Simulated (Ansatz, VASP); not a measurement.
One calculation of C, two programs

Contents of INCAR:

```
PREC = Accurate
ENCUT = 520
EDIFF = 1E-6
ISMEAR = 0
SIGMA = 0.03
LREAL = False
LASPH = True
NELM = 100
ALGO = Normal
ISIF = 2
LWAVE = False
LCHARG = False
GGA = PE
IVDW = 12
NBANDS = 11
```

File KPOINTS:

```
regular mesh
0
Gamma
  16 16 16
```

POSCAR

```
C
1.0
    0.0000000000      2.0755805716      3.3047059672
    1.1989765253      0.0000000000      3.3047059672
    1.1989765253      2.0755805716      0.0000000000
C
2
Direct
    0.1930543001      0.8069456999      0.1930543001
    0.8069456999      0.1930543001      0.8069456999
```

Input for Ansatz:

```yaml
crystal:
  lattice:
    - [0.0, 2.0755805716, 3.3047059672]
    - [1.1989765253, 0.0, 3.3047059672]
    - [1.1989765253, 2.0755805716, 0.0]
  atoms:
    - { symbol: C, position: [0.1930543001, 0.8069456999, 0.1930543001] }
    - { symbol: C, position: [0.8069456999, 0.1930543001, 0.8069456999] }
basis:
  ecutwfc: 520.0
kpoints:
  mp_grid: { grid: [16, 16, 16] }
hamiltonian:
  xc: pbe
  pseudopotentials: { kind: paw, azcp: { folder: soft_1 } }
  dispersion: d3bj
scf:
  occupations: { method: gaussian, width: 0.03 }
output:
  forces: true
  stress: true
  eigenvalues: true
```

Alike in both runs: task single point; functional PBE; dispersion D3(BJ); k mesh 16 × 16 × 16; occupations gaussian, width 0.03 eV; no spin polarisation.

```csv
,VASP,Ansatz
version,VASP 6.6.1,Ansatz 0.2.0
potentials or method,"VASP PAW PBE potentials, release 64 (C), cutoff 520 eV","scalar-relativistic, plane waves, PAW"
valence electrons in the cell,8,8
```

```tsv
	VASP	Ansatz	Ansatz less VASP
gap on the k mesh at the Fermi level (eV)	none	none	-
rms of the force components (eV/Å)	5.333	5.340	+0.0064
```

Atom by atom the forces differ by 0.006 eV/Å (rms over components). A gap of «none» marks a metal or a gap that the smearing closes.
